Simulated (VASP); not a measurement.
# Mo (P-1) in VASP: single point with LDA

Aim: the single point of Mo with LDA.

Everything below comes from runs of VASP 6.6.1. Logs are shortened: lines on timing, memory, paths and dates and some standing lists are left out, and cuts for length are marked.

**1. The cell of the first run**

The typed cell holds 1 atom: a = 2.733 Å, b = 2.504 Å, c = 2.711 Å, α = 102.96°, β = 111.23°, γ = 109.69°.

**2. Single point, LDA**

File INCAR:

```
PREC = Accurate
ENCUT = 520
EDIFF = 1E-7
ISMEAR = 0
SIGMA = 0.15
LREAL = False
LASPH = True
NELM = 80
ALGO = Fast
ISIF = 2
LWAVE = False
LCHARG = False
GGA = CA
NBANDS = 13
```

File KPOINTS:

```
Automatic mesh
0
Gamma
  16 16 16
```

File POSCAR:

```
Mo
1.0
   -1.5785521037      1.5461486371      1.6084759305
    1.5368234535     -1.3878476142      1.4084462574
    1.7121776363      1.5214731468     -1.4501749076
Mo
1
Direct
    0.0000000000      0.0000000000      0.0000000000
```

Potentials or basis: VASP PAW LDA potentials, release 64 (Mo_sv).

Run with:

```sh
> cat potpaw_LDA.64/Mo_sv/POTCAR > POTCAR
> mpirun -np 1 vasp_std > vasp.out
```

OUTCAR:

```text
PREC = Accurate
   ENCUT = 520
   EDIFF = 1E-7
   ISMEAR = 0
   LREAL = False
   LASPH = True
   NELM = 80
   ISIF = 2
   GGA = CA

 ion  position               nearest neighbor table
   1  0.000  0.000  0.000-

  LATTYP: Found a triclinic cell.
 ALAT       =     3.0213606177
 B/A-ratio  =     1.4984535318
 C/A-ratio  =     0.8288748696
 COS(alpha) =     0.0120189601
 COS(beta)  =     0.5240671437
 COS(gamma) =     0.7373617588

  Lattice vectors:

 A1 = (   0.0417286502,  -0.1583010229,  -3.0169221879)
 A2 = (  -0.0918968824,  -3.2259228068,  -3.1752232108)
 A3 = (  -1.5368234535,   1.3878476142,  -1.4084462574)

Analysis of symmetry for initial positions (statically):
=====================================================================
 Subroutine PRICEL returns:
 Original cell was already a primitive cell.

 Routine SETGRP: Setting up the symmetry group for a
 triclinic supercell.

 Subroutine GETGRP returns: Found  2 space group operations
 (whereof  2 operations were pure point group operations)
 out of a pool of  2 trial point group operations.

The static configuration has the point symmetry S_2 .

Analysis of symmetry for dynamics (positions and initial velocities):
=====================================================================
 Subroutine PRICEL returns:
 Original cell was already a primitive cell.

 Routine SETGRP: Setting up the symmetry group for a
 triclinic supercell.

 Subroutine GETGRP returns: Found  2 space group operations
 (whereof  2 operations were pure point group operations)
 out of a pool of  2 trial point group operations.

The dynamic configuration has the point symmetry S_2 .

 Subroutine INISYM returns: Found  2 space group operations
 (whereof  2 operations are pure point group operations),
 and found     1 'primitive' translations

----------------------------------------------------------------------------------------

                                     Primitive cell

  volume of cell :      14.9632

  direct lattice vectors                    reciprocal lattice vectors
    -1.578552104  1.546148637  1.608475931    -0.008707458  0.310105823  0.315071626
     1.536823454 -1.387847614  1.408446257     0.313398296 -0.031064218  0.337428386
     1.712177636  1.521473147 -1.450174908     0.294722324  0.313786611 -0.012388247

  length of vectors
     2.733056379  2.504329888  2.710985071     0.442166904  0.461564073  0.430670123

  position of ions in fractional coordinates (direct lattice)
     0.000000000  0.000000000  0.000000000

  ion indices of the primitive-cell ions
   primitive index   ion index
                 1           1

----------------------------------------------------------------------------------------

 KPOINTS: Automatic mesh

Automatic generation of k-mesh.
 Grid dimensions read from file:
 generate k-points for:   16   16   16

 Generating k-lattice:

  Cartesian coordinates                     Fractional coordinates (reciprocal lattice)
    -0.000544216  0.019381614  0.019691977     0.062500000  0.000000000  0.000000000
     0.019587393 -0.001941514  0.021089274    -0.000000000  0.062500000  0.000000000
     0.018420145  0.019611663 -0.000774265    -0.000000000 -0.000000000  0.062500000

  Length of vectors
     0.027635432  0.028847755  0.026916883

  Shift w.r.t. Gamma in fractional coordinates (k-lattice)
     0.000000000  0.000000000  0.000000000

 Subroutine IBZKPT returns following result:
 ===========================================

 Found   2052 irreducible k-points:

 Following reciprocal coordinates:
            Coordinates               Weight
  0.000000  0.000000  0.000000      1.000000
  0.062500 -0.000000 -0.000000      2.000000
  0.125000 -0.000000 -0.000000      2.000000
  0.187500 -0.000000 -0.000000      2.000000
  0.250000 -0.000000 -0.000000      2.000000
  0.312500 -0.000000 -0.000000      2.000000
[... 16 lines left out ...]
 -0.187500  0.062500  0.000000      2.000000
 -0.125000  0.062500  0.000000      2.000000
 [... further k-points ...]
   k-points           NKPTS =   2052   k-points in BZ     NKDIM =   2052   number of bands    NBANDS=     13
   number of dos      NEDOS =    301   number of ions     NIONS =      1
   total plane-waves  NPLWV =   8000
   dimension x,y,z NGX =    20 NGY =   20 NGZ =   20
   dimension x,y,z NGXF=    40 NGYF=   40 NGZF=   40
   ions per type =               1
   NGX,Y,Z   is equivalent  to a cutoff of  12.17, 13.28, 12.26 a.u.
   NGXF,Y,Z  is equivalent  to a cutoff of  24.33, 26.55, 24.53 a.u.
 SYSTEM =  unknown system
   PREC   = accura    normal or accurate (medium, high low for compatibility)
   ISTART =      0    job   : 0-new  1-cont  2-samecut
   ICHARG =      2    charge: 1-file 2-atom 10-const
   ISPIN  =      1    spin polarized calculation?
   LNONCOLLINEAR =      F non collinear calculations
   LSORBIT =      F    spin-orbit coupling
   LASPH  =      T    aspherical Exc in radial PAW
   ENCUT  =  520.0 eV  38.22 Ry    6.18 a.u.   5.08  4.66  5.04*2*pi/ulx,y,z
   NELM   =     80;   NELMIN=  2; NELMDL= -5     # of ELM steps
   EDIFF  = 0.1E-06   stopping-criterion for ELM
   LREAL  =      F    real-space projection
   EDIFFG = 0.1E-05   stopping-criterion for IOM
   NSW    =      0    number of steps for IOM
   IBRION =     -1    ionic relax: 0-MD 1-quasi-New 2-CG
   NFREE  =      0    steps in history (QN), initial steepest desc. (CG)
   ISIF   =      2    stress and relaxation
   ISYM   =      2    0-nonsym 1-usesym 2-fastsym
   POTIM  = 0.5000    time-step for ionic-motion
   TEBEG  =    0.0;   TEEND  =   0.0 temperature during run
   PSTRESS=    0.0 pullay stress
   NELECT =      14.0000    total number of electrons
   NUPDOWN=      -1.0000    fix difference up-down
   EMIN   =  10.00;   EMAX   =-10.00  energy-range for DOS
   EFERMI =   0.00;   METHOD = LEGACY
   ISMEAR =     0;   SIGMA  =   0.15  broadening in eV -4-tet -1-fermi 0-gaus
   EFERMI_NEDOS =   21; number of points for ismear=-14 and -15
   IALGO  =     68    algorithm
   IMIX   =      4    mixing-type and parameters
     AMIX     =   0.40;   BMIX     =  1.00
     AMIX_MAG =   1.60;   BMIX_MAG =  1.00
  volume/ion in A,a.u.               =      14.96       100.98
  Fermi-wavevector in a.u.,A,eV,Ry     =   1.601190  3.025810 34.882727  2.563808
  Thomas-Fermi vector in A             =   2.698207
   LORBIT       =      0    0 simple, 1 ext, 2 COOP (PROOUT), +10 PAW based schemes
   GGA     = CA    functional components
   LHFCALC =     F    Hartree Fock is set to
   AEXX    =    0.0000 exact exchange contribution
   IVDW    =     0    specifies the selected vdW correction
   LEPSILON=     F    determine dielectric tensor
   LRPA    =     F    only Hartree local field effects (RPA)
 non-spin polarized calculation
 RMM-DIIS sequential band-by-band and
 Gauss-broadening in eV      SIGMA  =   0.15
  energy-cutoff  :      520.00
  volume of cell :       14.96
 maximum number of plane-waves:       415
   NGX = 11   NGY =  9   NGZ = 11

 number of electron      14.0000001 magnetization

 Free energy of the ion-electron system (eV)
  ---------------------------------------------------
  ext. energy  EPLUGINS =         0.00000000
  ---------------------------------------------------
  free energy    TOTEN  =       -11.98627725 eV

  energy without entropy =      -11.97923940  energy(sigma->0) =      -11.98275833

 E-fermi :  13.2104     XC(G=0): -13.8338

 val. band max:       13.2103234621   @ k =  -0.1250   0.0625   0.1875
 cond. band min:      13.2125306702   @ k =  -0.0625   0.4375   0.5000
 fundamental gap:      0.0022072081
 Fermi energy:        13.2103892551

 k-point     1 :       0.0000    0.0000    0.0000
  band No.  band energies     occupation
      1     -47.7855      2.00000
      2     -21.2635      2.00000
      3     -21.1517      2.00000
      4     -20.7835      2.00000
      5       5.8470      2.00000
      6      10.3807      2.00000
      7      11.7407      2.00000
      8      12.5511      2.00000
      9      14.7167      0.00000
     10      15.8180      0.00000
     11      26.7626      0.00000
     12      28.1755      0.00000
     13      29.7441      0.00000

 k-point     2 :       0.0625   -0.0000   -0.0000
  band No.  band energies     occupation
      1     -47.7761      2.00000
      2     -21.3064      2.00000
      3     -21.1771      2.00000
      4     -20.7898      2.00000
      5       6.0210      2.00000
      6      10.3114      2.00000
      7      11.7420      2.00000
      8      12.5616      2.00000
      9      14.7701      0.00000
     10      15.7866      0.00000
     11      27.1030      0.00000
     12      28.4143      0.00000
     13      29.8089      0.00000

 k-point     3 :       0.1250   -0.0000   -0.0000
  band No.  band energies     occupation
      1     -47.7494      2.00000
      2     -21.4498      2.00000
      3     -21.2273      2.00000
      4     -20.8068      2.00000
      5       6.5100      2.00000
      6      10.1190      2.00000
      7      11.5719      2.00000
      8      12.8112      1.99983
      9      14.9325      0.00000
     10      15.7467      0.00000
     11      28.0255      0.00000
     12      29.0107      0.00000
     13      29.9343      0.00000
[... 305 lines left out ...]
 k-point    23 :      -0.1875    0.0625    0.0000
  band No.  band energies     occupation
      1     -47.7155      2.00000
      2     -21.5715      2.00000
      3     -21.2576      2.00000
      4     -20.8910      2.00000
      5       6.9810      2.00000
      6      10.1401      2.00000
      7      11.4690      2.00000
      8      13.0899      1.74387
      9      14.6939      0.00000
     10      15.7230      0.00000
     11      28.6128      0.00000
     12      29.7095      0.00000
     13      30.3443      0.00000

 k-point    24 :      -0.1250    0.0625    0.0000
  band No.  band energies     occupation
      1     -47.7499      2.00000
      2     -21.3677      2.00000
      3     -21.2121      2.00000
      4     -20.8760      2.00000
      5       6.3774      2.00000
      6      10.3990      2.00000
      7      11.8445      2.00000
      8      12.5371      2.00000
      9      14.5071      0.00000
     10      15.6671      0.00000
     11      27.5994      0.00000
     12      29.1082      0.00000
     13      30.2431      0.00000

 [... further k-points ...]
[... 5 lines left out ...]
  --------------------------------------------------------------------------------------
  -------------------------------------------------------------------------------------
  Total       -0.4328304      0.8856862      1.3727113     -1.0433956     -1.0944068      0.5641035
  in kB      -46.3451310     94.8344624    146.9824646   -111.7211288   -117.1831334     60.4011414
  external PRESSURE =      65.1572653 kB  Pullay stress =       0.0000000 kB

 VOLUME and BASIS-vectors are now :
 -----------------------------------------------------------------------------
  energy-cutoff  :      520.00
  volume of cell :       14.96
      direct lattice vectors                 reciprocal lattice vectors
    -1.578552104  1.546148637  1.608475931    -0.008707458  0.310105823  0.315071626
     1.536823454 -1.387847614  1.408446257     0.313398296 -0.031064218  0.337428386
     1.712177636  1.521473147 -1.450174908     0.294722324  0.313786611 -0.012388247

 POSITION                                       TOTAL-FORCE (eV/Angst)
 -----------------------------------------------------------------------------------
      0.00000      0.00000      0.00000         0.000000      0.000000      0.000000
 -----------------------------------------------------------------------------------
    total drift:                                0.000000     -0.000000     -0.000000

  FREE ENERGIE OF THE ION-ELECTRON SYSTEM (eV)
  ---------------------------------------------------
  free  energy   TOTEN  =       -11.9862772493 eV

  energy  without entropy=      -11.9792394036  energy(sigma->0) =      -11.98275833
```

Run time: 7.2 min. Hardware: 1 thread of AMD EPYC 7R13, shared host; peak memory 0.41 GiB.

What came out:

| Property | Result |
| --- | --- |
| Free energy | -11.9863 eV |
| Pressure | 6.5 GPa |
| Band gap on the k mesh | zero (bands 7 and 8 overlap by 4.01 eV) |

Stress tensor (GPa, compression positive):
```
 -4.63 -11.17   6.04
-11.17   9.48 -11.72
  6.04 -11.72  14.70
```

Caveat: the cell stands under pressure.
